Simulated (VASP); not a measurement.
A run of VASP 6.6.1 is set up as follows.

The input INCAR:

```
SYSTEM = FeSi
PREC = Accurate
ENCUT = 520
EDIFF = 1E-6
ISMEAR = 0
SIGMA = 0.01
LREAL = .False.
LASPH = .True.
NELM = 100
ALGO = Normal
ISIF = 2
LWAVE = .False.
LCHARG = .False.
GGA = PS
NBANDS = 34
```

The input KPOINTS:

```
Automatic mesh
0
Gamma
  8 8 8
  0 0 0
```

File POSCAR:

```
FeSi
1.0
    4.5300000000      0.0000000000      0.0000000000
    0.0000000000      4.5300000000      0.0000000000
    0.0000000000      0.0000000000      4.5300000000
Fe Si
4 4
Direct
    0.1323607323      0.1323607323      0.1323607323
    0.3676392677      0.8676392677      0.6323607323
    0.6323607323      0.3676392677      0.8676392677
    0.8676392677      0.6323607323      0.3676392677
    0.8389945236      0.8389945236      0.8389945236
    0.6610054764      0.1610054764      0.3389945236
    0.3389945236      0.6610054764      0.1610054764
    0.1610054764      0.3389945236      0.6610054764
```

Potentials or basis: VASP PAW PBE potentials, release 64 (Fe, Si).

Launch:

```console
$ cat potpaw_PBE.64/Fe/POTCAR potpaw_PBE.64/Si/POTCAR > POTCAR
$ mpirun -np 1 vasp_std > vasp.out
```

Question: Estimate the band gap on the k mesh.

Answer: 0.15 eV (least direct gap 0.16 eV).

Question: What does it give for the pressure?

Answer: -16.1 GPa.

Forces on the atoms (eV/Å):
```
Fe   0.022  0.022  0.022
Fe  -0.022 -0.022  0.022
Fe   0.022 -0.022 -0.022
Fe  -0.022  0.022 -0.022
Si   0.005  0.005  0.005
Si  -0.005 -0.005  0.005
Si   0.005 -0.005 -0.005
Si  -0.005  0.005 -0.005
```

Caveat: the cell stands under tension; the PAW data sets were made with another functional, which shifts forces and pressure a little. Spin polarisation is off, so any magnetic state and its effect on volume and gap are missing.
